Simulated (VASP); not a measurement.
Here is a VASP 6.6.1 calculation.

INCAR

```
SYSTEM = HfN
PREC = Accurate
ENCUT = 520
EDIFF = 1E-6
ISMEAR = 0
SIGMA = 0.05
LREAL = .FALSE.
LASPH = .TRUE.
NELM = 100
ALGO = Normal
ISIF = 2
LWAVE = .FALSE.
LCHARG = .FALSE.
GGA = PS
NBANDS = 14
```

The input KPOINTS:

```
regular mesh
0
G
  12 12 12
  0 0 0
```

The input POSCAR:

```
HfN
1.0
    2.7527218079      0.0000000000      0.0000000000
    0.0000000000      2.7527218079      0.0000000000
    0.0000000000      0.0000000000      2.7527218079
Hf N
1 1
Direct
    0.0000000000      0.0000000000      0.0000000000
    0.5000000000      0.5000000000      0.5000000000
```

Potentials or basis: VASP PAW PBE potentials, release 64 (Hf_pv, N).

The run is started by

```sh
$ cat potpaw_PBE.64/Hf_pv/POTCAR potpaw_PBE.64/N/POTCAR > POTCAR
$ mpirun -np 1 vasp_std > vasp.out
```

**Question.** Predict the pressure.

**Answer.** 8.7 GPa.

Caveat: the PAW data sets were made with another functional, which shifts forces and pressure a little.
